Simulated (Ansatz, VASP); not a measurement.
## Two plane-wave programs on Ni

```
CELL_PARAMETERS angstrom
2.49604 0.00000 0.00000
-1.24802 2.16163 0.00000
0.00000 0.00000 4.15269
ATOMIC_POSITIONS crystal
Ni 0.33333 0.66667 0.25000
Ni 0.66667 0.33333 0.75000
```

Change from the starting cell: volume scaled by 1.06, PAW files.

Alike in both runs: task electric field gradients; functional LDA; k mesh 15 × 15 × 8; occupations fermi-dirac, width 0.08 eV; collinear spin.

|  | VASP | Ansatz |
| --- | --- | --- |
| version | VASP 6.6.1 | Ansatz 0.2.0 |
| potentials or method | VASP PAW LDA potentials, release 64 (Ni) | PAW with Ansatz's default frozen-core files, scalar-relativistic |
| plane-wave cutoff (eV) | 520 | 420 |
| valence electrons in the cell | 20 | 36 |

```tsv
	VASP	Ansatz	Ansatz less VASP
pressure (GPa)	-20.4	-20.6	-0.19
traceless stress, the component that is largest in VASP (GPa)	-1.85	-1.79	+0.063
net moment per atom (μB)	0.62	0.64	+0.018
size of the moment on the site where the two differ most (μB)	0.63	0.67	+0.042
size of Vzz on the site where it differs most (V/Å²)	2.0	2.9	+0.93
```

LDA's correlation is that of Perdew and Zunger in VASP and of Perdew and Wang (1992) in Ansatz. Site moments also hang on the region over which each program counts them. VASP's potentials hold 20 valence electrons a cell and Ansatz's 36, so a difference there can come from the potentials and not from the codes.
